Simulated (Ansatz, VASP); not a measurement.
## One calculation of Ti, two programs

File INCAR:

```
SYSTEM = Ti
PREC = Accurate
ENCUT = 520
EDIFF = 1E-6
ISMEAR = 0
SIGMA = 0.15
LREAL = .FALSE.
LASPH = .TRUE.
NELM = 80
ALGO = Normal
ISIF = 2
LWAVE = .FALSE.
LCHARG = .TRUE.
GGA = PS
LELF = .TRUE.
LVHAR = .TRUE.
NBANDS = 12
```

Contents of KPOINTS:

```
regular mesh
0
G
  20 20 20
  0 0 0
```

POSCAR

```
Ti
1.0
    0.0000000000      2.0300000000      2.0909000000
    2.0300000000      0.0000000000      2.0909000000
    2.0300000000      2.0300000000      0.0000000000
Ti
1
Direct
    0.0000000000      0.0000000000      0.0000000000
```

Input for Ansatz:

```yaml
crystal:
  lattice:
    - [0.0, 2.03, 2.0909]
    - [2.03, 0.0, 2.0909]
    - [2.03, 2.03, 0.0]
  atoms:
    - { symbol: Ti, position: [0.0, 0.0, 0.0] }
basis:
  ecutwfc: 420
kpoints:
  mp_grid: { grid: [20, 20, 20] }
hamiltonian:
  xc: pbesol
scf:
  occupations: { method: gaussian, width: 0.15 }
output:
  forces: true
  stress: true
  eigenvalues: true
```

Change from the starting cell: strain +0.0300 x Voigt [0, 0, 1, 0, 0, 0], atoms carried along.

Alike in both runs: task single point; functional PBEsol; k mesh 20 × 20 × 20; occupations gaussian, width 0.15 eV; no spin polarisation.

```csv
,VASP,Ansatz
version,VASP 6.6.1,Ansatz 0.2.0
potentials or method,"VASP PAW PBE potentials, release 64 (Ti_sv), cutoff 520 eV","scalar-relativistic, plane waves, PAW"
valence electrons in the cell,12,12
```

```tsv
	VASP	Ansatz	Ansatz less VASP
gap on the k mesh at the Fermi level (eV)	none	none	-
pressure (GPa)	-3.7	-3.5	+0.24
traceless stress, the component that is largest in VASP (GPa)	-0.69	-0.68	+0.004
```

VASP's potentials were made for PBE, not for PBEsol. A gap of «none» marks a metal or a gap that the smearing closes.
